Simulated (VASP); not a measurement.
A run of VASP 6.6.1:

File INCAR:

```
PREC = Accurate
ENCUT = 520
EDIFF = 1E-6
ISMEAR = 0
SIGMA = 0.15
LREAL = False
LASPH = True
NELM = 80
ALGO = Fast
ISIF = 2
LWAVE = False
LCHARG = True
GGA = PS
LELF = True
LVHAR = True
NBANDS = 10
```

File KPOINTS:

```
Automatic mesh
0
Gamma
  12 12 12
```

File POSCAR:

```
Rb
1.0
   -2.7218200000      2.7218200000      2.8480900000
    2.7218200000     -2.7218200000      2.8480900000
    2.7218200000      2.7218200000     -2.8480900000
Rb
1
Direct
    0.0000000000      0.0000000000      0.0000000000
```

Potentials or basis: VASP PAW PBE potentials, release 64 (Rb_sv).

Launch:

```console
$ cat potpaw_PBE.64/Rb_sv/POTCAR > POTCAR
$ mpirun -np 1 vasp_std > vasp.out
```

Hardware: 1 thread of AMD EPYC 7R13, on a shared host.

Task: Estimate the wall time of this run.

Result: It took 3.5 min on 1 thread of AMD EPYC 7R13, with other jobs on the host, peak memory 0.26 GiB. Counts: scf iterations 11, k points 163.
